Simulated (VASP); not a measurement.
# Rb (Im-3m) in VASP: relaxation of volume and atoms at fixed shape with r2SCAN

Aim: the relaxation of volume and atoms at fixed shape of Rb with r2SCAN.

All numbers are computed with VASP 6.6.1; they aren't measurements. Logs are shortened: lines on timing, memory, paths and dates and some standing lists are left out, and cuts for length are marked.

## Step 1: The cell of the first run

It takes space group Im-3m (No. 229, cubic). Conventional cell: a = 5.600 Å, b = 5.600 Å, c = 5.600 Å, α = 90.00°, β = 90.00°, γ = 90.00°.

## Step 2: Relaxation of volume and atoms at fixed shape, r2SCAN

Input file POSCAR:

```
Rb
1.0
    5.6000000000      0.0000000000      0.0000000000
    0.0000000000      5.6000000000      0.0000000000
    0.0000000000      0.0000000000      5.6000000000
Rb
2
Direct
    0.0000000000      0.0000000000      0.0000000000
    0.5000000000      0.5000000000      0.5000000000
```

Input file INCAR.step1:

```
SYSTEM = Rb
ALGO     = Normal         ! electronic algorithm
EDIFF    = 1E-4           ! SCF threshold, eV
ENCUT    = 600            ! plane-wave cutoff, eV
GGA      = PE             ! functional
ISMEAR   = 1              ! smearing method
LASPH    = .TRUE.         ! aspherical terms in the spheres
LCHARG   = .FALSE.        ! write CHGCAR
LREAL    = .FALSE.        ! projectors in reciprocal space
LWAVE    = .TRUE.         ! write WAVECAR
NELM     = 80             ! most SCF steps
PREC     = Accurate       ! precision mode
SIGMA    = 0.1            ! smearing width, eV
```

Input file INCAR.step2:

```
SYSTEM = Rb
ALGO     = Normal         ! electronic algorithm
EDIFF    = 1E-6           ! SCF threshold, eV
EDIFFG   = -0.01          ! ionic threshold
ENCUT    = 600            ! plane-wave cutoff, eV
IBRION   = 2              ! ionic algorithm
ISIF     = 8              ! what is computed and relaxed
ISMEAR   = 1              ! smearing method
ISTART   = 1            
LASPH    = .TRUE.         ! aspherical terms in the spheres
LCHARG   = .FALSE.        ! write CHGCAR
LMIXTAU  = .TRUE.       
LREAL    = .FALSE.        ! projectors in reciprocal space
LWAVE    = .FALSE.        ! write WAVECAR
METAGGA  = R2SCAN         ! meta-GGA
NELM     = 80             ! most SCF steps
NSW      = 60             ! ionic steps
PREC     = Accurate       ! precision mode
SIGMA    = 0.1            ! smearing width, eV
```

Input file KPOINTS:

```
k-points
0
G
  8 8 8
  0 0 0
```

Potentials or basis: VASP PAW PBE potentials, release 64 (Rb_sv).

The run is started by

```sh
> cat potpaw_PBE.64/Rb_sv/POTCAR > POTCAR
> cp INCAR.step1 INCAR
> mpirun -np 1 vasp_std > vasp.out
> cp INCAR.step2 INCAR
> mpirun -np 1 vasp_std > vasp.out
```

OUTCAR:

```text
SYSTEM = Rb
   EDIFF = 1E-6
   EDIFFG = -0.01
   ENCUT = 600
   IBRION = 2
   ISIF = 8
   ISMEAR = 1
   ISTART = 1
   LASPH = .TRUE.
   LREAL = .FALSE.
   METAGGA = R2SCAN
   NELM = 80
   NSW = 60
   PREC = Accurate

 ion  position               nearest neighbor table
   1  0.000  0.000  0.000-   2 4.85   2 4.85   2 4.85   2 4.85   2 4.85   2 4.85   2 4.85   2 4.85

   2  0.500  0.500  0.500-   1 4.85   1 4.85   1 4.85   1 4.85   1 4.85   1 4.85   1 4.85   1 4.85

  LATTYP: Found a simple cubic cell.
 ALAT       =     5.6000000000

  Lattice vectors:

 A1 = (   5.6000000000,   0.0000000000,   0.0000000000)
 A2 = (   0.0000000000,   5.6000000000,   0.0000000000)
 A3 = (   0.0000000000,   0.0000000000,   5.6000000000)

Analysis of symmetry for initial positions (statically):
=====================================================================
 Subroutine PRICEL returns following result:

  LATTYP: Found a body centered cubic cell.
 ALAT       =     5.6000000000

  Lattice vectors:

 A1 = (   2.8000000000,   2.8000000000,  -2.8000000000)
 A2 = (  -2.8000000000,   2.8000000000,   2.8000000000)
 A3 = (   2.8000000000,  -2.8000000000,   2.8000000000)

   2 primitive cells build up your supercell.

 Routine SETGRP: Setting up the symmetry group for a
 simple cubic supercell.

 Subroutine GETGRP returns: Found 48 space group operations
 (whereof 48 operations were pure point group operations)
 out of a pool of 48 trial point group operations.

The static configuration has the point symmetry O_h .

Analysis of symmetry for dynamics (positions and initial velocities):
=====================================================================
 Subroutine PRICEL returns following result:

  LATTYP: Found a body centered cubic cell.
 ALAT       =     5.6000000000

  Lattice vectors:

 A1 = (   2.8000000000,   2.8000000000,  -2.8000000000)
 A2 = (  -2.8000000000,   2.8000000000,   2.8000000000)
 A3 = (   2.8000000000,  -2.8000000000,   2.8000000000)

   2 primitive cells build up your supercell.

 Routine SETGRP: Setting up the symmetry group for a
 simple cubic supercell.

 Subroutine GETGRP returns: Found 48 space group operations
 (whereof 48 operations were pure point group operations)
 out of a pool of 48 trial point group operations.

The dynamic configuration has the point symmetry O_h .

 Subroutine INISYM returns: Found 48 space group operations
 (whereof 48 operations are pure point group operations),
 and found     2 'primitive' translations

----------------------------------------------------------------------------------------

                                     Primitive cell

  volume of cell :      87.8080

  direct lattice vectors                    reciprocal lattice vectors
     2.800000000  2.800000000 -2.800000000     0.178571429  0.178571429  0.000000000
    -2.800000000  2.800000000  2.800000000    -0.000000000  0.178571429  0.178571429
     2.800000000 -2.800000000  2.800000000     0.178571429  0.000000000  0.178571429

  length of vectors
     4.849742261  4.849742261  4.849742261     0.252538136  0.252538136  0.252538136

  position of ions in fractional coordinates (direct lattice)
     0.000000000  0.000000000  0.000000000

  ion indices of the primitive-cell ions
   primitive index   ion index
                 1           1

----------------------------------------------------------------------------------------

 KPOINTS: k-points

Automatic generation of k-mesh.
 Grid dimensions read from file:
 generate k-points for:    8    8    8

 Generating k-lattice:

  Cartesian coordinates                     Fractional coordinates (reciprocal lattice)
     0.022321429  0.000000000  0.000000000     0.125000000  0.000000000  0.000000000
     0.000000000  0.022321429  0.000000000     0.000000000  0.125000000  0.000000000
     0.000000000  0.000000000  0.022321429     0.000000000  0.000000000  0.125000000

  Length of vectors
     0.022321429  0.022321429  0.022321429

  Shift w.r.t. Gamma in fractional coordinates (k-lattice)
     0.000000000  0.000000000  0.000000000

 Subroutine IBZKPT returns following result:
 ===========================================

 Found     35 irreducible k-points:

 Following reciprocal coordinates:
            Coordinates               Weight
  0.000000  0.000000  0.000000      1.000000
  0.125000  0.000000  0.000000      6.000000
  0.250000  0.000000  0.000000      6.000000
  0.375000  0.000000  0.000000      6.000000
  0.500000  0.000000  0.000000      3.000000
  0.125000  0.125000  0.000000     12.000000
[... 16 lines left out ...]
  0.375000  0.375000  0.125000     24.000000
  0.500000  0.375000  0.125000     24.000000
 [... further k-points ...]
   k-points           NKPTS =     35   k-points in BZ     NKDIM =     35   number of bands    NBANDS=     13
   number of dos      NEDOS =    301   number of ions     NIONS =      2
   total plane-waves  NPLWV = 110592
   dimension x,y,z NGX =    48 NGY =   48 NGZ =   48
   dimension x,y,z NGXF=    96 NGYF=   96 NGZF=   96
   ions per type =               2
   NGX,Y,Z   is equivalent  to a cutoff of  14.25, 14.25, 14.25 a.u.
   NGXF,Y,Z  is equivalent  to a cutoff of  28.50, 28.50, 28.50 a.u.
 SYSTEM =  Rb
   PREC   = accura    normal or accurate (medium, high low for compatibility)
   ISTART =      1    job   : 0-new  1-cont  2-samecut
   ICHARG =      0    charge: 1-file 2-atom 10-const
   ISPIN  =      1    spin polarized calculation?
   LNONCOLLINEAR =      F non collinear calculations
   LSORBIT =      F    spin-orbit coupling
   LASPH  =      T    aspherical Exc in radial PAW
   ENCUT  =  600.0 eV  44.10 Ry    6.64 a.u.  11.18 11.18 11.18*2*pi/ulx,y,z
   NELM   =     80;   NELMIN=  2; NELMDL=  0     # of ELM steps
   EDIFF  = 0.1E-05   stopping-criterion for ELM
   LREAL  =      F    real-space projection
   EDIFFG = -.1E-01   stopping-criterion for IOM
   NSW    =     60    number of steps for IOM
   IBRION =      2    ionic relax: 0-MD 1-quasi-New 2-CG
   NFREE  =      1    steps in history (QN), initial steepest desc. (CG)
   ISIF   =      8    stress and relaxation
   ISYM   =      2    0-nonsym 1-usesym 2-fastsym
   POTIM  = 0.5000    time-step for ionic-motion
   TEBEG  =    0.0;   TEEND  =   0.0 temperature during run
   PSTRESS=    0.0 pullay stress
   NELECT =      18.0000    total number of electrons
   NUPDOWN=      -1.0000    fix difference up-down
   EMIN   =  10.00;   EMAX   =-10.00  energy-range for DOS
   EFERMI =   0.00;   METHOD = LEGACY
   ISMEAR =     1;   SIGMA  =   0.10  broadening in eV -4-tet -1-fermi 0-gaus
   EFERMI_NEDOS =   21; number of points for ismear=-14 and -15
   IALGO  =     38    algorithm
   IMIX   =      4    mixing-type and parameters
     AMIX     =   0.40;   BMIX     =  1.00
     AMIX_MAG =   1.60;   BMIX_MAG =  1.00
  volume/ion in A,a.u.               =      87.81       592.56
  Fermi-wavevector in a.u.,A,eV,Ry     =   0.766145  1.447804  7.986323  0.586978
  Thomas-Fermi vector in A             =   1.866420
   LORBIT       =      0    0 simple, 1 ext, 2 COOP (PROOUT), +10 PAW based schemes
   METAGGA = R2SCAN    functional components
   LHFCALC =     F    Hartree Fock is set to
   AEXX    =    0.0000 exact exchange contribution
   IVDW    =     0    specifies the selected vdW correction
   LEPSILON=     F    determine dielectric tensor
   LRPA    =     F    only Hartree local field effects (RPA)
 conjugate gradient relaxation of ions
 non-spin polarized calculation
 Methfessel and Paxton  Order N= 1 SIGMA  =   0.10
  energy-cutoff  :      600.00
  volume of cell :      175.62
 maximum number of plane-waves:      5904
 NGX is ok and might be reduce to    48
   NGX = 23   NGY = 23   NGZ = 23

--------------------------------------- Ionic step        1  -------------------------------------------

 number of electron      18.0000000 magnetization

 Free energy of the ion-electron system (eV)
  ---------------------------------------------------
  ext. energy  EPLUGINS =         0.00000000
  ---------------------------------------------------
  free energy    TOTEN  =       -27.82550036 eV

  energy without entropy =      -27.82389718  energy(sigma->0) =      -27.82496597

------------------------ aborting loop because EDIFF is reached ----------------------------------------

  FORCE on cell =-STRESS in cart. coord.  units (eV):
  Direction    XX          YY          ZZ          XY          YZ          ZX
  --------------------------------------------------------------------------------------
  -------------------------------------------------------------------------------------
  Total        0.2579381      0.2579381      0.2579381      0.0000000     -0.0000000      0.0000000
  in kB        2.3532168      2.3532168      2.3532168      0.0000000     -0.0000000      0.0000000
  external PRESSURE =       2.3532168 kB  Pullay stress =       0.0000000 kB
[... 93 lines left out ...]
  energy  without entropy=      -27.8331474523  energy(sigma->0) =      -27.83424054

--------------------------------------- Ionic step        4  -------------------------------------------

 number of electron      18.0000000 magnetization

 Free energy of the ion-electron system (eV)
  ---------------------------------------------------
  ext. energy  EPLUGINS =         0.00000000
  ---------------------------------------------------
  free energy    TOTEN  =       -27.83530872 eV

  energy without entropy =      -27.83365479  energy(sigma->0) =      -27.83475741

 E-fermi :   0.0288     XC(G=0):  -5.6219

 val. band max:        0.0096046836   @ k =   0.3750   0.0000   0.0000
 cond. band min:       0.0829888039   @ k =   0.3750   0.1250   0.0000
 fundamental gap:      0.0733841203
 Fermi energy:         0.0288005397

 k-point     1 :       0.0000    0.0000    0.0000
  band No.  band energies     occupation
      1     -30.1210      2.00000
      2     -30.1143      2.00000
      3     -13.6739      2.00000
      4     -13.6739      2.00000
      5     -13.6739      2.00000
      6     -13.6137      2.00000
      7     -13.6137      2.00000
      8     -13.6137      2.00000
      9      -2.0598      2.00000
     10       1.3258     -0.00000
     11       1.3258     -0.00000
     12       3.3884      0.00000
     13       3.3884      0.00000
[... 353 lines left out ...]
 k-point    24 :       0.5000    0.3750    0.1250
  band No.  band energies     occupation
      1     -30.1172      2.00000
      2     -30.1172      2.00000
      3     -13.6921      2.00000
      4     -13.6921      2.00000
      5     -13.6441      2.00000
      6     -13.6441      2.00000
      7     -13.6183      2.00000
      8     -13.6183      2.00000
      9       0.0834      0.21129
     10       0.0834      0.21129
     11       1.1273     -0.00000
     12       1.1273     -0.00000
     13       2.6174      0.00000

 [... further k-points ...]

------------------------ aborting loop because EDIFF is reached ----------------------------------------

  FORCE on cell =-STRESS in cart. coord.  units (eV):
  Direction    XX          YY          ZZ          XY          YZ          ZX
  --------------------------------------------------------------------------------------
  -------------------------------------------------------------------------------------
  Total       -0.0031458     -0.0031458     -0.0031458      0.0000000     -0.0000000     -0.0000000
  in kB       -0.0265783     -0.0265783     -0.0265783      0.0000000     -0.0000000     -0.0000000
  external PRESSURE =      -0.0265783 kB  Pullay stress =       0.0000000 kB
[... 17 lines left out ...]
  FREE ENERGIE OF THE ION-ELECTRON SYSTEM (eV)
  ---------------------------------------------------
  free  energy   TOTEN  =       -27.8353087175 eV

  energy  without entropy=      -27.8336547864  energy(sigma->0) =      -27.83475741

 reached required accuracy - stopping structural energy minimisation
```

Run time: 29 min. Hardware: 1 thread of Intel Xeon 8259CL, shared host; peak memory 0.42 GiB.

Results:

- Free energy: -27.8353 eV
- Relaxed volume: 94.82 Å³/atom
- Relaxed cell: a = 5.745 Å, b = 5.745 Å, c = 5.745 Å, α = 90.00°, β = 90.00°, γ = 90.00°
- Space group after relaxing (to 0.1 Å): Im-3m (No. 229)
- Energy gained by relaxing: 4.9 meV/atom
- Ionic steps: 4
- Pressure after relaxing: 0.0 GPa
- Band gap on the k mesh: zero (bands 9 and 10 overlap by 1.97 eV)

The path:
```tsv
step	energy change (eV)	largest force (eV/Å)	pressure (GPa)	volume (Å³)
1	0.0000	0.0000	0.24	175.62
2	-0.0042	0.0000	0.17	178.91
3	-0.0093	0.0000	0.05	186.36
4	-0.0098	0.0000	0.00	189.63
```

Final structure:
```xyz
2
Lattice="5.7452 0.0000 0.0000 0.0000 5.7452 0.0000 0.0000 0.0000 5.7452" Properties=species:S:1:pos:R:3 pbc="T T T"
Rb    5.7452    0.0000    5.7452
Rb    2.8726    2.8726    2.8726
```

Levels at points of the mesh, in eV from the Fermi level:
| k point | band 7 | band 8 | band 9 | band 10 | band 11 | band 12 |
| --- | --- | --- | --- | --- | --- | --- |
| (0.00, 0.00, 0.00) | -13.64 | -13.64 | -2.09 | 1.30 | 1.30 | 3.36 |
| (0.50, 0.00, 0.00) | -13.67 | -13.67 | -0.69 | -0.69 | 2.45 | 2.45 |
| (0.50, 0.50, 0.00) | -13.64 | -13.64 | 0.31 | 0.31 | 0.64 | 0.64 |
| (0.50, 0.50, 0.50) | -13.68 | -13.68 | 1.28 | 1.28 | 1.28 | 1.28 |

Caveat: the PAW data sets were made with another functional, which shifts forces and pressure a little.

The gap in the log of VASP goes by the Fermi energy; the results here count the filled bands.